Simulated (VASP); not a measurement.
Input of a VASP 6.6.1 run:

INCAR

```
SYSTEM = Cd
ALGO     = Normal         ! electronic algorithm
EDIFF    = 1E-6           ! SCF threshold, eV
ENCUT    = 520            ! plane-wave cutoff, eV
GGA      = PE             ! functional
ISIF     = 2              ! what is computed and relaxed
ISMEAR   = 0              ! smearing method
LASPH    = .True.         ! aspherical terms in the spheres
LCHARG   = .True.         ! write CHGCAR
LELF     = .True.         ! ELF
LREAL    = .False.        ! projectors in reciprocal space
LVHAR    = .True.       
LWAVE    = .False.        ! write WAVECAR
NBANDS   = 12             ! bands
NELM     = 100            ! most SCF steps
PREC     = Accurate       ! precision mode
SIGMA    = 0.1            ! smearing width, eV
```

File KPOINTS:

```
k-points
0
Gamma
  16 16 16
  0 0 0
```

File POSCAR:

```
Cd
1.0
    0.0000000000      2.1900457927      2.1900457927
    2.1900457927      0.0000000000      2.1900457927
    2.1900457927      2.1900457927      0.0000000000
Cd
1
Direct
    0.0000000000      0.0000000000      0.0000000000
```

Potentials or basis: VASP PAW PBE potentials, release 64 (Cd).

The run is started by

```bash
$ cat potpaw_PBE.64/Cd/POTCAR > POTCAR
$ mpirun -np 1 vasp_std > vasp.out
```

**Question.** What does it give for the band gap on the k mesh?

**Answer.** Zero (bands 6 and 7 overlap by 3.36 eV).

**Question.** Predict the pressure.

**Answer.** 4.9 GPa.

Caveat: the cell differs from its parent crystal (strained); the cell stands under pressure.
